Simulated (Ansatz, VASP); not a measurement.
One calculation of N, two programs

```
N
1.0
    15.00000    0.00000    0.00000
     0.00000   15.50000    0.00000
     0.00000    0.00000   16.00000
N
2
Cartesian
  7.5279 7.7347 7.4498
  7.4721 7.7653 8.5502
```

Alike in both runs: functional PBE; k mesh 1 × 1 × 1; occupations gaussian, width 0.005 eV; no spin polarisation.

Ansatz relaxed the structure, and its values are those at the end. VASP's run is a single point on that final structure, the one shown.

|  | VASP | Ansatz |
| --- | --- | --- |
| version | VASP 6.6.1 | Ansatz 0.2.0 |
| potentials or method | VASP PAW PBE potentials, release 64 (N_h), cutoff 1000 eV | scalar-relativistic, plane waves, PAW |
| valence electrons in the cell | 10 | 10 |

Ansatz gave:

| Property | Result |
| --- | --- |
| gap on the k mesh at the Fermi level (eV) | 8.24 |
| rms of the force components (eV/Å) | 0.001 |

Q: Which values does VASP return?

A: gap on the k mesh at the Fermi level (eV): 8.25; rms of the force components (eV/Å): 0.041.
